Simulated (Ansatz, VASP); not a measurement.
Two plane-wave programs on Ga3AsN2

```
CELL_PARAMETERS angstrom
-1.80674 1.80674 7.66534
1.80674 -1.80674 7.66534
1.80674 1.80674 -7.66534
ATOMIC_POSITIONS crystal
Ga 0.00000 0.00000 0.00000
Ga 0.66667 0.66667 0.00000
Ga 0.33333 0.33333 0.00000
As 0.25000 0.75000 0.50000
N 0.58333 0.08333 0.50000
N 0.91667 0.41667 0.50000
```

Alike in both runs: task relaxation of cell and atoms; functional PBE; k mesh 6 × 6 × 6; occupations gaussian, width 0.1 eV; no spin polarisation.

|  | VASP | Ansatz |
| --- | --- | --- |
| version | VASP 6.6.1 | Ansatz 0.2.0 |
| potentials or method | VASP PAW PBE potentials, release 64 (Ga_d, As, N), cutoff 600 eV | scalar-relativistic, plane waves, PAW |
| valence electrons in the cell | 54 | 64 |

|  | VASP | Ansatz | Ansatz less VASP |
| --- | --- | --- | --- |
| gap on the k mesh at the Fermi level, each at its own relaxed structure (eV) | none | none | - |
| relaxed volume (Å³/atom) | 15.13 | 15.13 | +0.005 |
| relaxed cell length with the largest relative difference (Å) | 7.769 | 7.761 | -0.0075 |

A gap of «none» marks a metal or a gap that the smearing closes. VASP's potentials hold 54 valence electrons a cell and Ansatz's 64, so a difference there can come from the potentials and not from the codes.

The k mesh is coarse, so the values compare programs but aren't converged.
